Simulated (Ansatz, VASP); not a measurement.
# WS2 in VASP and in Ansatz

INCAR

```
ALGO = Normal
EDIFF = 1E-6
ENCUT = 520
GGA = CA
ISIF = 2
ISMEAR = -1
LASPH = True
LCHARG = True
LELF = True
LREAL = False
LVHAR = True
LWAVE = False
NBANDS = 20
NELM = 60
PREC = Accurate
SIGMA = 0.05
```

File KPOINTS:

```
k-points
0
Gamma
  10 10 10
```

POSCAR

```
WS2
1.0
    1.5684023653      0.9055175278      6.1219674337
   -1.5684023653      0.9055175278      6.1219674337
    0.0000000000     -1.8110350555      6.1219674337
W S
1 2
Direct
    0.0000000000      0.0000000000      0.0000000000
    0.5810000000      0.5810000000      0.5810000000
    0.7503000000      0.7503000000      0.7503000000
```

The input input.yaml:

```yaml
crystal:
  lattice:
    - [1.5684023653, 0.9055175278, 6.1219674337]
    - [-1.5684023653, 0.9055175278, 6.1219674337]
    - [0.0, -1.8110350555, 6.1219674337]
  atoms:
    - { symbol: W, position: [0.0, 0.0, 0.0] }
    - { symbol: S, position: [0.581, 0.581, 0.581] }
    - { symbol: S, position: [0.7503, 0.7503, 0.7503] }
kpoints:
  mp_grid: { grid: [10, 10, 10] }
scf:
  occupations: { method: fermi_dirac, width: 0.05 }
hamiltonian:
  xc: lda
  pseudopotentials: { kind: all_electron, lapw: { basis_error: 0.002 } }
output:
  forces: true
  stress: true
  eigenvalues: true
```

Change from the starting cell: volume scaled by 0.98.

Alike in both runs: task single point; functional LDA; k mesh 10 × 10 × 10; occupations fermi-dirac, width 0.05 eV; no spin polarisation.

|  | VASP | Ansatz |
| --- | --- | --- |
| version | VASP 6.6.1 | Ansatz 0.2.0 |
| potentials or method | VASP PAW LDA potentials, release 64 (W_sv, S), cutoff 520 eV | all-electron LAPW, scalar-relativistic |

VASP gave:

* gap on the k mesh at the Fermi level (eV): 0.97
* least direct gap on the mesh (eV): 2.29
* pressure (GPa): 0.2
* traceless stress, the component that is largest in VASP (GPa): 0.54
* rms of the force components (eV/Å): 0.259

Task: Estimate Ansatz's values.

Result: gap on the k mesh at the Fermi level (eV): 0.97; least direct gap on the mesh (eV): 2.28; pressure (GPa): -0.2; traceless stress, the component that is largest in VASP (GPa): 0.51; rms of the force components (eV/Å): 0.254.

LDA's correlation is that of Perdew and Zunger in VASP and of Perdew and Wang (1992) in Ansatz. Atom by atom the forces differ by 0.022 eV/Å (rms over components). Ansatz ran all-electron here, and VASP with PAW potentials.

Neither program's run includes spin-orbit coupling.
